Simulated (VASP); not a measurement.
NaCl: single point with PBEsol

Crystal: NaCl.

```
Na Cl
1.0
     3.50219    0.00000   -0.26266
     0.00000    3.50219    0.00000
    -0.26266    0.00000    3.50219
Na Cl
1 1
Direct
  0.00000 0.00000 0.00000
  0.50000 0.50000 0.50000
```

This cell differs from its parent crystal: strain -0.1500 x Voigt [0, 0, 0, 0, 1, 0].

| Property | Result |
| --- | --- |
| Program | VASP 6.6.1 |
| Task | single point |
| Functional | PBEsol |
| Potentials or basis | VASP PAW PBE potentials, release 64 (Na_pv, Cl) |
| Cutoff | 520 eV |
| k mesh | 6 × 6 × 6 |
| Occupations | gaussian, width 0.05 eV |
| Spin | no spin polarisation |
| Dipole correction | no |
| Further INCAR settings | ALGO = Normal; EDIFF = 1e-06; NBANDS = 14 |

```yaml
Pressure: -0.7 GPa
Band_gap_on_the_k_mesh: 3.94 eV, indirect (least direct gap 4.20 eV)
```

Stress tensor (GPa, compression positive):
```
-0.68  0.00 -0.21
 0.00 -0.72  0.00
-0.21  0.00 -0.68
```

Levels at points of the mesh, in eV from the valence-band top:
| k point | band 3 | band 4 | band 5 | band 6 | band 7 | band 8 | band 9 | band 10 | band 11 | band 12 |
| --- | --- | --- | --- | --- | --- | --- | --- | --- | --- | --- |
| (0.00, 0.00, 0.00) | -21.77 | -13.34 | -0.65 | -0.48 | -0.26 | 3.94 | 8.44 | 8.64 | 14.77 | 14.95 |
| (0.50, 0.00, 0.00) | -21.77 | -12.97 | -2.96 | -0.29 | -0.25 | 6.73 | 8.69 | 10.13 | 11.84 | 12.55 |
| (0.00, 0.50, 0.00) | -21.76 | -12.97 | -2.98 | -0.45 | -0.01 | 6.87 | 8.55 | 10.60 | 11.70 | 12.20 |
| (0.50, 0.50, 0.00) | -21.77 | -12.71 | -2.28 | -2.26 | -0.02 | 5.54 | 9.53 | 10.85 | 11.17 | 12.41 |
| (0.50, 0.00, 0.50) | -21.76 | -12.73 | -2.43 | -2.05 | 0.00 | 5.62 | 9.71 | 10.17 | 11.86 | 12.29 |
| (0.50, 0.50, 0.50) | -21.79 | -12.44 | -1.95 | -1.89 | -1.70 | 6.42 | 7.14 | 7.79 | 11.92 | 14.74 |

It took 14 s on 1 thread of AMD EPYC 9R45 96-Core Processor (Zen 5), on a shared host, peak memory 0.13 GiB.

Caveat: the cell differs from its parent crystal (strain -0.1500 x Voigt [0, 0, 0, 0, 1, 0]); the PAW data sets were made with another functional, which shifts forces and pressure a little. A k mesh can miss the band edges.
